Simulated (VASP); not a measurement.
ZnSnN2: single point with r2SCAN

The system is ZnSnN2.

```
Zn N Sn
1.0
     3.31298    0.00000    0.00000
     0.00000    3.31298    0.00000
     0.00000    0.00000    4.60370
Zn N Sn
1 2 1
Direct
  0.00000 0.00000 0.00000
  0.00000 0.50000 0.24484
  0.50000 0.00000 0.75516
  0.50000 0.50000 0.50000
```

This cell differs from its parent crystal: volume changed by -6%.

```
Program                : VASP 6.6.1
Task                   : single point
Functional             : r2SCAN
Potentials or basis    : VASP PAW PBE potentials, release 64 (Zn, N, Sn_d)
Cutoff                 : 520 eV
k mesh                 : 6 × 6 × 4
Occupations            : fermi-dirac, width 0.02 eV
Spin                   : no spin polarisation
Dipole correction      : no
Further INCAR settings : ALGO = Normal; EDIFF = 1e-06; NBANDS = 26
```

The pressure is 12.1 GPa and the largest force is 0.262 eV/Å. The band gap on the k mesh is 0.57 eV, direct.

Forces in eV/Å, atoms in the order of the input:
```
Zn   0.000  0.000  0.000
N    0.000  0.000 -0.262
N    0.000  0.000  0.262
Sn   0.000  0.000  0.000
```

Stress tensor (GPa, compression positive):
```
12.35  0.00  0.00
 0.00 12.35  0.00
 0.00  0.00 11.51
```

Levels at points of the mesh, in eV from the valence-band top:
```
           k point  band 14  band 15  band 16  band 17  band 18  band 19  band 20  band 21  band 22  band 23
(0.00, 0.00, 0.00)    -3.30    -3.30    -0.01     0.00     0.00     0.57     3.06     6.98    10.12    10.12
(0.50, 0.00, 0.00)    -4.44    -3.32    -2.87    -1.87    -0.66     4.70     6.31     6.72     7.92     9.52
(0.50, 0.50, 0.00)    -4.47    -3.79    -2.86    -2.86    -2.21     3.20     3.20     6.05     8.00    10.88
(0.00, 0.00, 0.50)    -2.75    -2.29    -2.29    -1.09    -1.09     3.35     3.85     7.67     8.21    10.69
(0.50, 0.00, 0.50)    -5.16    -1.88    -1.30    -0.76    -0.59     3.32     4.98     7.70     8.10     9.42
(0.50, 0.50, 0.50)    -4.19    -3.94    -3.94    -3.48    -3.18     5.82     5.82     6.96     9.88    10.18
```

It took 82 s on 1 thread of Intel(R) Xeon(R) 6975P-C (Granite Rapids), with other jobs on the host, peak memory 0.19 GiB.

Caveat: the PAW data sets were made with another functional, which shifts forces and pressure a little; spin-orbit coupling is left out, which moves the levels of the heavy elements.
